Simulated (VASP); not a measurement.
Ga: relaxation of cell and atoms with PBE

Ga:

```
Ga
1.0
     2.72662    0.00000    0.00000
     0.00000    2.72662    0.00000
     0.00000    0.00000    2.72662
Ga
1
Direct
  0.00000 0.00000 0.00000
```

* Program: VASP 6.6.1
* Task: relaxation of cell and atoms
* Functional: PBE
* Potentials or basis: VASP PAW PBE potentials, release 64 (Ga_d)
* Cutoff: 600 eV
* k mesh: 20 × 20 × 20
* Occupations: gaussian, width 0.1 eV
* Spin: no spin polarisation
* Dipole correction: no
* Further INCAR settings: ALGO = Normal; EDIFF = 1e-06; IBRION = 2; EDIFFG = -0.01; NSW = 100; ISIF = 3

```
Relaxed volume                         : 20.11 Å³/atom
Relaxed cell                           : a = 2.719 Å, b = 2.719 Å, c = 2.719 Å, α = 90.00°, β = 90.00°, γ = 90.00°
Space group after relaxing (to 0.05 Å) : Pm-3m (No. 221)
Energy gained by relaxing              : 0.2 meV/atom
Ionic steps                            : 2
Pressure after relaxing                : 0.1 GPa
```

Step by step:
| step | energy change (eV) | largest force (eV/Å) | pressure (GPa) | volume (Å³) |
| --- | --- | --- | --- | --- |
| 1 | 0.0000 | 0.0000 | -0.43 | 20.27 |
| 2 | -0.0002 | 0.0000 | 0.06 | 20.11 |

Final structure:
```yaml
crystal:
  lattice:
    - [2.71948, 0.00000, 0.00000]
    - [0.00000, 2.71948, 0.00000]
    - [0.00000, 0.00000, 2.71948]
  atoms:
    - { symbol: Ga, position: [0.00000, 0.00000, 0.00000] }
```

Levels at points of the mesh, in eV from the Fermi level:
| k point | band 2 | band 3 | band 4 | band 5 | band 6 | band 7 | band 8 | band 9 | band 10 |
| --- | --- | --- | --- | --- | --- | --- | --- | --- | --- |
| (0.00, 0.00, 0.00) | -15.11 | -14.60 | -14.60 | -14.60 | -10.54 | 8.93 | 8.93 | 8.93 | 11.86 |
| (0.50, 0.00, 0.00) | -14.79 | -14.74 | -14.74 | -14.59 | -6.20 | -4.08 | 12.34 | 12.34 | 15.56 |
| (0.50, 0.50, 0.00) | -14.92 | -14.72 | -14.72 | -14.47 | -1.67 | -0.66 | -0.66 | 4.22 | 15.83 |
| (0.50, 0.50, 0.50) | -14.93 | -14.93 | -14.46 | -14.46 | 2.62 | 2.62 | 2.62 | 3.72 | 8.19 |

Run time: 22 s on 1 thread of Intel(R) Xeon(R) 6975P-C (Granite Rapids), on a shared host, peak memory 0.2 GiB.
